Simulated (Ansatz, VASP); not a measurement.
## Mg: VASP beside Ansatz

File INCAR:

```
SYSTEM = Mg
ALGO = Normal
EDIFF = 1E-6
EDIFFG = -0.005
ENCUT = 600
GGA = RP
IBRION = 2
ISIF = 3
ISMEAR = -1
IVDW = 13
LASPH = .TRUE.
LCHARG = .FALSE.
LREAL = .FALSE.
LWAVE = .FALSE.
NELM = 100
NSW = 80
PREC = Accurate
SIGMA = 0.05
```

Contents of KPOINTS:

```
k-points
0
G
  10 10 5
  0 0 0
```

The input POSCAR:

```
Mg
1.0
    3.2093000000      0.0000000000      0.0000000000
   -1.6046500000      2.7793353284      0.0000000000
    0.0000000000      0.0000000000      5.2103000000
Mg
2
Direct
    0.6666666667      0.3333333333      0.7500000000
    0.3333333333      0.6666666667      0.2500000000
```

The input input.yaml:

```yaml
crystal:
  lattice:
    - [3.2093, 0.0, 0.0]
    - [-1.60465, 2.7793353284, 0.0]
    - [0.0, 0.0, 5.2103]
  atoms:
    - { symbol: Mg, position: [0.6666666667, 0.3333333333, 0.75] }
    - { symbol: Mg, position: [0.3333333333, 0.6666666667, 0.25] }
kpoints:
  mp_grid: { grid: [10, 10, 5] }
scf:
  occupations: { method: fermi_dirac, width: 0.05 }
hamiltonian:
  xc: rpbe
  dispersion: d4
  pseudopotentials: { kind: all_electron, lapw: { basis_error: 0.001 } }
output:
  forces: true
  stress: true
relax:
  f_tol: 0.005
  max_steps: 60
  cell: {}
```

Alike in both runs: task relaxation of cell and atoms; functional RPBE; dispersion D4; k mesh 10 × 10 × 5; occupations fermi-dirac, width 0.05 eV; no spin polarisation.

|  | VASP | Ansatz |
| --- | --- | --- |
| version | VASP 6.6.1 | Ansatz 0.2.0 |
| potentials or method | VASP PAW PBE potentials, release 64 (Mg), cutoff 600 eV | all-electron LAPW, scalar-relativistic |

```tsv
	VASP	Ansatz	Ansatz less VASP
relaxed volume (Å³/atom)	23.25	23.25	+0.002
relaxed cell length with the largest relative difference (Å)	5.318	5.316	-0.0023
```

VASP's potentials were made for PBE, not for RPBE. Ansatz ran all-electron here, and VASP with PAW potentials.
